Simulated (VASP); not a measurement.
Here is a VASP 6.6.1 calculation.

Contents of INCAR:

```
PREC = Accurate
ENCUT = 520
EDIFF = 1E-6
ISMEAR = -1
SIGMA = 0.05
LREAL = False
LASPH = True
NELM = 60
ALGO = Normal
ISIF = 2
LWAVE = False
LCHARG = False
GGA = RE
IVDW = 12
NBANDS = 35
```

The input KPOINTS:

```
regular mesh
0
Gamma
  6 6 8
```

POSCAR

```
SnO2
1.0
    4.7062003841      0.0000000000      0.0000000000
    0.0000000000      4.7062003841      0.0000000000
    0.0000000000      0.0000000000      3.1651134496
Sn O
2 4
Direct
    0.5000000000      0.5000000000      0.5000000000
    0.0000000000      0.0000000000      0.0000000000
    0.8071000000      0.1929000000      0.5000000000
    0.6929000000      0.6929000000      0.0000000000
    0.1929000000      0.8071000000      0.5000000000
    0.3071000000      0.3071000000      0.0000000000
```

Potentials or basis: VASP PAW PBE potentials, release 64 (Sn_d, O).

Launch:

```bash
$ cat potpaw_PBE.64/Sn_d/POTCAR potpaw_PBE.64/O/POTCAR > POTCAR
$ mpirun -np 1 vasp_std > vasp.out
```

Estimate the band gap on the k mesh.

1.58 eV, direct.

What does it give for the largest force?

0.422 eV/Å.

Predict the dispersion energy per atom.

-0.441 eV.

Forces on the atoms (eV/Å):
```
Sn   0.000  0.000  0.000
Sn   0.000  0.000  0.000
O   -0.299  0.299  0.000
O    0.299  0.299  0.000
O    0.299 -0.299  0.000
O   -0.299 -0.299  0.000
```

Caveat: the PAW data sets were made with another functional, which shifts forces and pressure a little; spin-orbit coupling is left out, which moves the levels of the heavy elements. revPBE gaps usually lie below the measured ones, often by a third to a half.
